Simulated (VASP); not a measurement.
Here is a VASP 6.6.1 calculation.

The input INCAR:

```
SYSTEM = NiO2
PREC = Accurate ; ENCUT = 600
EDIFF = 1E-6 ; ISMEAR = 0
SIGMA = 0.02 ; LREAL = .False.
LASPH = .True. ; NELM = 120
ALGO = Normal ; ISIF = 2
LWAVE = .False. ; LCHARG = .False.
GGA = CA ; NBANDS = 22
GGA_COMPAT = .False.
```

The input KPOINTS:

```
regular mesh
0
Gamma
  12 12 6
  0 0 0
```

File POSCAR:

```
NiO2
1.0
    2.7630859896      0.0000000000      0.0000000000
   -1.3815429948      2.3929026598      0.0000000000
    0.0000000000      0.0000000000      4.2062509199
Ni O
1 2
Direct
    0.0000000000      0.0000000000      0.5000000000
    0.6666666667      0.3333333333      0.7185942227
    0.3333333333      0.6666666667      0.2814057773
```

Potentials or basis: VASP PAW LDA potentials, release 64 (Ni_sv_GW, O).

The run is started by

```console
$ cat potpaw_LDA.64/Ni_sv_GW/POTCAR potpaw_LDA.64/O/POTCAR > POTCAR
$ mpirun -np 1 vasp_std > vasp.out
```

(1) Estimate the band gap on the k mesh.

(2) What does it give for the pressure?

## Answers

(1) 0.76 eV, indirect (least direct gap 1.01 eV).

(2) 0.0 GPa.
